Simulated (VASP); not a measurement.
# Al32C (a cell with a defect) in VASP: notebook, part 2 of 2

VASP 6.6.1. The steps go on from the part before.

## Step 3: Single point, LDA

File INCAR:

```
  ALGO = Normal
  EDIFF = 1E-6
  ENCUT = 520
  ISIF = 2
  ISMEAR = 0
  LASPH = T
  LCHARG = F
  LREAL = Auto
  LWAVE = F
  NBANDS = 72
  NELM = 60
  PREC = Accurate
  SIGMA = 0.15
```

File KPOINTS:

```
k-points
0
Gamma
  2 2 2
```

File POSCAR:

```
Al32C
1.0
    8.1000000000      0.0000000000      0.0000000000
    0.0000000000      8.1000000000      0.0000000000
    0.0000000000      0.0000000000      8.1000000000
Al C
32 1
Direct
    0.5278434568      0.0134876543      0.0179416049
    0.7556314815      0.2565060494      0.0019898765
    0.7558301235     -0.0008900000      0.2591014815
    0.0015183951      0.0007028395      0.0036424691
    0.2495250617      0.2481049383      0.0035037037
    0.5032717284      0.4982427160      0.0041527160
    0.7519956790      0.7466397531      0.0042148148
    0.2490108642      0.0010655556      0.2531827160
    0.4983881481      0.2545482716      0.2569895062
    0.7518353086      0.4983414815      0.2557109877
    0.5036716049      0.0018128395      0.5005822222
    0.7518340741      0.2530801235      0.5008498765
    0.7519555556      0.0013433333      0.7502190123
   -0.0061260494      0.4944701235      0.0020250617
    0.2365287654      0.7228666667      0.0176932099
   -0.0004283951      0.2505932099      0.2531882716
    0.2509866667      0.4943246914      0.2588614815
    0.5050812346      0.7450061728      0.2587111111
   -0.0079353086     -0.0010467901      0.4965040741
    0.2511846914      0.2580423457      0.4966008642
    0.4993328395      0.5010919753      0.5037346914
    0.7489939506      0.7508222222      0.5037902469
    0.2342943210      0.0154138272      0.7216590123
    0.5053091358      0.2556513580      0.7478253086
    0.7492360494      0.5009039506      0.7535867901
   -0.0043750617      0.7517358025      0.2570000000
   -0.0029040741      0.4983517284      0.5008717284
    0.2483517284      0.7463022222      0.5005676543
   -0.0047983951      0.2549859259      0.7545322222
    0.2488912346      0.4982628395      0.7503122222
    0.4913477778      0.7589292593      0.7609977778
   -0.0055906173      0.7448081481      0.7478519753
    0.3428003704      0.9078856790     -0.0934990123
```

Potentials or basis: VASP PAW LDA potentials, release 64 (Al, C).

Run with:

```sh
> cat potpaw_LDA.64/Al/POTCAR potpaw_LDA.64/C/POTCAR > POTCAR
> mpirun -np 1 vasp_std > vasp.out
```

OUTCAR:

```text
EDIFF = 1E-6
   ENCUT = 520
   ISIF = 2
   ISMEAR = 0
   LASPH = T
   LREAL = Auto
   NELM = 60
   PREC = Accurate

 ion  position               nearest neighbor table
   1  0.528  0.013  0.018-  33 1.95   3 2.69   2 2.70   9 2.76   7 2.83  13 2.83  18 2.93  24 2.94
                            31 2.94   5 2.95   8 2.96  15 3.33
   2  0.756  0.257  0.002-   1 2.70  14 2.73  29 2.79  25 2.82   6 2.83  16 2.84  10 2.84   4 2.87
                            24 2.89  13 2.90   9 2.93   3 2.95
   3  0.756  0.999  0.259-   1 2.69  19 2.71  26 2.79  22 2.82  11 2.83  16 2.84  12 2.84   4 2.87
                            18 2.89   7 2.91   9 2.94   2 2.95
   4  0.002  0.001  0.004-   5 2.84   8 2.85  16 2.86   3 2.87   2 2.87  26 2.88  13 2.88  29 2.88
                             7 2.88  32 2.93  15 2.95  23 2.96
   5  0.250  0.248  0.004-   4 2.84   8 2.85  16 2.86  17 2.87  14 2.88   9 2.88  30 2.88  29 2.88
                             6 2.89  24 2.93   1 2.95  23 2.96
   6  0.503  0.498  0.004-  15 2.83   2 2.83  25 2.84   9 2.84   7 2.85  24 2.86  10 2.86  18 2.87
                             5 2.89  31 2.89  17 2.90  30 2.91
   7  0.752  0.747  0.004-   1 2.83  14 2.83  25 2.84  26 2.84   6 2.85  32 2.86  10 2.86  18 2.87
                             4 2.88  31 2.89   3 2.91  13 2.91
   8  0.249  0.001  0.253-   5 2.85   4 2.85  16 2.86  19 2.87  20 2.87  11 2.88  28 2.88  26 2.88
                             9 2.88  18 2.93  15 2.95   1 2.96
   9  0.498  0.255  0.257-   1 2.76  20 2.79  17 2.79  21 2.83  11 2.84   6 2.84  10 2.85  12 2.85
[... 29 lines left out ...]
  24  0.505  0.256  0.748-  25 2.80  21 2.80  12 2.83   6 2.86  30 2.86  13 2.87  11 2.87   2 2.89
                            20 2.89   5 2.93  23 2.94   1 2.94
  25  0.749  0.501  0.754-  32 2.80  24 2.80  29 2.82   2 2.82  14 2.82   7 2.84   6 2.84  22 2.86
                            21 2.86  12 2.87  27 2.87  31 2.96
  26  0.996  0.752  0.257-  15 2.76  19 2.79   3 2.79  22 2.83  28 2.84   7 2.84  10 2.85  27 2.85
                             4 2.88   8 2.88  14 2.93  17 2.94
  27  0.997  0.498  0.501-  10 2.81  12 2.81  32 2.83  20 2.83  16 2.84  17 2.84  29 2.85  26 2.85
                            28 2.86  22 2.87  25 2.87  30 2.87
  28  0.248  0.746  0.501-  23 2.82  17 2.83  21 2.84  26 2.84  30 2.85  18 2.86  27 2.86  32 2.87
                             8 2.88  31 2.89  19 2.92  11 2.93
  29  0.995  0.255  0.755-  23 2.75  14 2.79   2 2.79  25 2.82  13 2.85  30 2.85  27 2.85  12 2.85
                             5 2.88   4 2.88  20 2.94  19 2.94
  30  0.249  0.498  0.750-  20 2.83  15 2.83  21 2.85  29 2.85  28 2.85  24 2.86  32 2.87  27 2.87
                             5 2.88  31 2.88  14 2.90   6 2.91
[... 227 lines left out ...]
  ---------------------------------------------------
  ext. energy  EPLUGINS =         0.00000000
  ---------------------------------------------------
  free energy    TOTEN  =      -142.50867512 eV

  energy without entropy =     -142.34325912  energy(sigma->0) =     -142.42596712

 E-fermi :   7.5067     XC(G=0): -10.3889

 val. band max:        7.4741575655   @ k =   0.0000   0.0000   0.5000
 cond. band min:       7.5441640062   @ k =   0.0000   0.5000   0.0000
 fundamental gap:      0.0700064407
 Fermi energy:         7.5067106976

 k-point     1 :       0.0000    0.0000    0.0000
  band No.  band energies     occupation
      1      -4.4074      2.00000
      2      -2.8697      2.00000
      3      -1.1357      2.00000
      4      -1.1325      2.00000
      5      -1.0734      2.00000
      6      -1.0725      2.00000
[... 509 lines left out ...]
     61      11.0750      0.00000
     62      11.0989      0.00000
 [bands above 62 left out]

------------------------ aborting loop because EDIFF is reached ----------------------------------------

  FORCE on cell =-STRESS in cart. coord.  units (eV):
  Direction    XX          YY          ZZ          XY          YZ          ZX
  --------------------------------------------------------------------------------------
  -------------------------------------------------------------------------------------
  Total       -7.6696011     -7.7280290     -7.3948417      0.6922401     -0.6662193      0.6736573
  in kB      -23.1221548    -23.2983020    -22.2938158      2.0869510     -2.0085040      2.0309279
  external PRESSURE =     -22.9047575 kB  Pullay stress =       0.0000000 kB

 VOLUME and BASIS-vectors are now :
 -----------------------------------------------------------------------------
  energy-cutoff  :      520.00
  volume of cell :      531.44
      direct lattice vectors                 reciprocal lattice vectors
     8.100000000  0.000000000  0.000000000     0.123456790  0.000000000  0.000000000
     0.000000000  8.100000000  0.000000000     0.000000000  0.123456790  0.000000000
     0.000000000  0.000000000  8.100000000     0.000000000  0.000000000  0.123456790

 POSITION                                       TOTAL-FORCE (eV/Angst)
 -----------------------------------------------------------------------------------
      4.27553      0.10925      0.14533        -0.012880      0.033852      0.017096
      6.12062      2.07770      0.01612        -0.006519     -0.002620      0.003588
      6.12222      8.09279      2.09872        -0.009491      0.004910     -0.000711
      0.01230      0.00569      0.02950        -0.013960      0.010177      0.005606
      2.02115      2.00965      0.02838        -0.010864      0.016522      0.006391
      4.07650      4.03577      0.03364        -0.006807      0.006998      0.007279
[... 25 lines left out ...]
      8.05472      6.03295      6.05760         0.007422      0.010116      0.008105
      2.77668      7.35387      7.34266         0.119909     -0.122502     -0.082297
 -----------------------------------------------------------------------------------
    total drift:                                0.004778      0.004632     -0.029748

  FREE ENERGIE OF THE ION-ELECTRON SYSTEM (eV)
  ---------------------------------------------------
  free  energy   TOTEN  =      -142.5086751199 eV

  energy  without entropy=     -142.3432591227  energy(sigma->0) =     -142.42596712
```

stdout:

```text
POSCAR found type information on POSCAR AlC
 POSCAR found :  2 types and      33 ions
 scaLAPACK will be used
 LDA part: xc-table for (Slater(with rela. corr.)+CA(PZ))
 , standard interpolation
 POSCAR, INCAR and KPOINTS ok, starting setup
 FFT: planning ... GRIDC
 FFT: planning ... GRID_SOFT
 FFT: planning ... GRID
 WAVECAR not read
 entering main loop
```

It took 11 min on 1 thread of Intel Xeon 8259CL, shared host; peak memory 0.48 GiB.

Results:

* Free energy: -142.5087 eV
* Pressure: -2.3 GPa
* Largest force: 0.190 eV/Å
* Band gap on the k mesh: zero (bands 50 and 51 overlap by 0.80 eV)

Forces on the atoms (eV/Å):
```
Al  -0.013  0.034  0.017
Al  -0.007 -0.003  0.004
Al  -0.009  0.005 -0.001
Al  -0.014  0.010  0.006
Al  -0.011  0.017  0.006
Al  -0.007  0.007  0.007
Al  -0.008  0.007  0.007
Al  -0.010  0.010  0.007
Al   0.000  0.002  0.003
Al  -0.005  0.004  0.001
Al  -0.008  0.007  0.003
Al  -0.004  0.002  0.002
Al  -0.004  0.010 -0.001
Al   0.002  0.006  0.003
Al  -0.031  0.014  0.018
Al  -0.009  0.009  0.007
Al  -0.005  0.009  0.000
Al  -0.011  0.010 -0.012
Al   0.009  0.005  0.014
Al  -0.006 -0.009  0.013
Al  -0.001 -0.007 -0.009
Al   0.007  0.001 -0.009
Al  -0.006  0.010  0.029
Al  -0.011 -0.008  0.008
Al   0.005 -0.006 -0.001
Al  -0.003  0.000  0.004
Al  -0.002  0.003  0.002
Al  -0.008  0.008  0.003
Al   0.002 -0.002  0.000
Al  -0.009  0.006 -0.001
Al   0.049 -0.050 -0.055
Al   0.007  0.010  0.008
C    0.120 -0.123 -0.082
```

Stress tensor (GPa, compression positive):
```
-2.31  0.21  0.20
 0.21 -2.33 -0.20
 0.20 -0.20 -2.23
```

Levels at points of the mesh, in eV from the Fermi level:
```csv
k point,band 45,band 46,band 47,band 48,band 49,band 50,band 51,band 52,band 53,band 54
"(0.00, 0.00, 0.00)",-0.49,-0.26,-0.11,-0.09,0.38,0.39,0.45,0.71,0.72,0.82
"(0.50, 0.00, 0.00)",-0.57,-0.30,-0.22,-0.20,-0.14,-0.06,-0.04,0.04,0.53,0.56
"(0.00, 0.50, 0.00)",-0.57,-0.30,-0.22,-0.20,-0.14,-0.06,-0.04,0.04,0.53,0.56
"(0.00, 0.00, 0.50)",-0.57,-0.31,-0.22,-0.19,-0.15,-0.07,-0.03,0.04,0.52,0.57
"(0.50, 0.50, 0.00)",-0.99,-0.37,-0.27,-0.19,0.12,0.12,0.63,0.90,1.07,1.08
"(0.00, 0.50, 0.50)",-0.98,-0.38,-0.27,-0.18,0.11,0.13,0.63,0.91,1.07,1.08
"(0.50, 0.00, 0.50)",-0.98,-0.39,-0.27,-0.18,0.11,0.13,0.63,0.91,1.07,1.08
"(0.50, 0.50, 0.50)",-0.51,-0.49,-0.47,-0.46,-0.46,-0.45,-0.42,-0.41,-0.41,-0.41
```

Caveat: the k points lie up to 0.39 Å⁻¹ apart, too coarse for converged energies and pressures of a metal.

## Step 4: Single point, LDA

File INCAR:

```
  PREC = Accurate
  ENCUT = 520
  EDIFF = 1E-7
  ISMEAR = 0
  SIGMA = 0.15
  LREAL = Auto
  LASPH = T
  NELM = 60
  ALGO = Normal
  ISIF = 2
  LWAVE = F
  LCHARG = T
  GGA = CA
  LELF = T
  LVHAR = T
  NBANDS = 72
```

File KPOINTS:

```
regular mesh
0
Gamma
  2 2 2
```

File POSCAR:

```
Al32C
1.0
    8.1000000000      0.0000000000      0.0000000000
    0.0000000000      8.1000000000      0.0000000000
    0.0000000000      0.0000000000      8.1000000000
Al C
32 1
Direct
    0.5283075309      0.0085413580      0.0109361728
    0.7533996296      0.2561025926      0.0024197531
    0.7535034568      0.0009508642      0.2573406173
    0.0042832099     -0.0006300000      0.0009774074
    0.2508718519      0.2453454321      0.0008303704
    0.5021865432      0.4996897531      0.0028197531
    0.7505253086      0.7477737037      0.0028611111
    0.2502775309     -0.0001900000      0.2490290123
    0.4986122222      0.2544909877      0.2556940741
    0.7506418519      0.4995455556      0.2528925926
    0.5025109877      0.0017411111      0.5008846914
    0.7506470370      0.2515912346      0.5007443210
    0.7505138272      0.0014633333      0.7497738272
   -0.0057292593      0.4967051852      0.0024379012
    0.2415006173      0.7223448148      0.0107951852
    0.0016907407      0.2484922222      0.2497646914
    0.2491841975      0.4966365432      0.2571337037
    0.5049907407      0.7451234568      0.2596553086
   -0.0069801235      0.0008932099      0.4978379012
    0.2492676543      0.2571260494      0.4979060494
    0.4981359259      0.5022061728      0.5034450617
    0.7479343210      0.7520176543      0.5034804938
    0.2404616049      0.0093958025      0.7209033333
    0.5053827160      0.2582451852      0.7463420988
    0.7480791358      0.5020961728      0.7535128395
   -0.0042754321      0.7515611111      0.2556617284
   -0.0014030864      0.4995488889      0.5007613580
    0.2484433333      0.7475065432      0.5008643210
   -0.0046101235      0.2547964198      0.7528286420
    0.2487676543      0.4996803704      0.7498524691
    0.4985837037      0.7516617284      0.7525760494
   -0.0081020988      0.7448050617      0.7464118519
    0.2921562963      0.9585067901     -0.0429620988
```

Run with:

```sh
> cat potpaw_LDA.64/Al/POTCAR potpaw_LDA.64/C/POTCAR > POTCAR
> mpirun -np 1 vasp_std > vasp.out
```

Wall time 11 min (1 thread of Intel Xeon 8259CL, shared host); peak memory 0.48 GiB.

The run converged. Its results:

- Free energy: -142.7028 eV
- Pressure: -3.2 GPa
- Largest force: 1.064 eV/Å
- Band gap on the k mesh: zero (bands 50 and 51 overlap by 0.82 eV)

Forces in eV/Å, atoms in the order of the input:
```
Al   0.036 -0.073 -0.083
Al  -0.012 -0.023  0.005
Al  -0.015  0.007 -0.023
Al   0.047 -0.034 -0.034
Al   0.033 -0.045 -0.035
Al   0.000  0.002 -0.018
Al  -0.003  0.001 -0.018
Al   0.033 -0.032 -0.048
Al   0.021 -0.018 -0.017
Al   0.001 -0.001 -0.037
Al  -0.001 -0.018  0.003
Al   0.000 -0.037 -0.003
Al  -0.003 -0.018 -0.004
Al   0.023  0.013  0.004
Al   0.075 -0.037 -0.082
Al   0.039 -0.039 -0.041
Al  -0.007  0.014 -0.022
Al   0.014 -0.013  0.010
Al   0.028  0.008  0.019
Al  -0.008 -0.027  0.018
Al   0.005 -0.004 -0.004
Al   0.005 -0.005 -0.004
Al   0.089 -0.085 -0.024
Al   0.013  0.013 -0.017
Al   0.003 -0.003 -0.003
Al   0.017 -0.020 -0.017
Al   0.038  0.000 -0.004
Al   0.018  0.002  0.004
Al   0.019 -0.019 -0.023
Al   0.018  0.002 -0.004
Al   0.103 -0.105 -0.103
Al  -0.013 -0.012 -0.016
C   -0.616  0.608  0.619
```

Stress tensor (GPa, compression positive):
```
-3.25  0.15  0.15
 0.15 -3.26 -0.15
 0.15 -0.15 -3.19
```

Levels at points of the mesh, in eV from the Fermi level:
```csv
k point,band 47,band 48,band 49,band 50,band 51,band 52,band 53,band 54
"(0.00, 0.00, 0.00)",0.16,0.18,0.31,0.31,0.41,0.53,0.53,0.53
"(0.50, 0.00, 0.00)",-0.20,-0.19,-0.13,-0.13,-0.08,-0.07,0.40,0.61
"(0.00, 0.50, 0.00)",-0.20,-0.19,-0.13,-0.13,-0.08,-0.07,0.40,0.61
"(0.00, 0.00, 0.50)",-0.20,-0.19,-0.14,-0.13,-0.08,-0.07,0.41,0.60
"(0.50, 0.50, 0.00)",-0.43,-0.28,0.19,0.21,0.40,0.69,0.99,1.00
"(0.00, 0.50, 0.50)",-0.43,-0.28,0.19,0.21,0.39,0.69,0.99,1.00
"(0.50, 0.00, 0.50)",-0.43,-0.28,0.19,0.21,0.39,0.69,0.99,1.00
"(0.50, 0.50, 0.50)",-0.57,-0.56,-0.55,-0.55,-0.51,-0.50,-0.47,-0.45
```

Caveat: the k points lie up to 0.39 Å⁻¹ apart, too coarse for converged energies and pressures of a metal.

## Step 5: The runs side by side

| cell | gap on the mesh (eV) | pressure (GPa) | largest force (eV/Å) |
| --- | --- | --- | --- |
| as given, atomic positions A | none | -2.2 | 0.14 |
| as given, atomic positions B | none | -2.3 | 0.19 |
| as given, atomic positions C | none | -3.2 | 1.06 |

Alike in all rows: task single point; level LDA; potentials or basis VASP PAW LDA potentials, release 64 (Al, C); no spin polarisation; k mesh 2 × 2 × 2; cutoff (eV) 520; smearing gaussian 0.15 eV.

Caveats: all runs use coarse meshes.

Absolute energies hang on the potentials; compare differences alone.
